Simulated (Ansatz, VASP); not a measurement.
**Two plane-wave programs on Sn**

```
Sn
1.0
     4.64385    0.00000    0.00000
    -2.32192    4.02169    0.00000
     0.00000    0.00000   15.17026
Sn
8
Cartesian
  0.0000 0.0000 0.0037
  0.0000 2.6811 3.7859
  0.0000 0.0000 7.5888
  2.3219 1.3406 11.3710
  0.0000 0.0000 2.8407
  0.0000 2.6811 6.6437
  0.0000 0.0000 10.4259
  2.3219 1.3406 14.2288
```

Alike in both runs: task single point; functional r2SCAN; k mesh 6 × 6 × 2; occupations fermi-dirac, width 0.02 eV; no spin polarisation.

|  | VASP | Ansatz |
| --- | --- | --- |
| version | VASP 6.6.1 | Ansatz 0.2.0 |
| potentials or method | VASP PAW PBE potentials, release 64 (Sn_d) | plane waves, PAW |
| plane-wave cutoff (eV) | 520 | 500 |
| valence electrons in the cell | 112 | 112 |

```tsv
	VASP	Ansatz	Ansatz less VASP
pressure (GPa)	0.0	0.0	+0.03
```

VASP's potentials were made for PBE, not for r2SCAN. With one functional, cell and mesh, what is left measures potentials, basis and numerics.
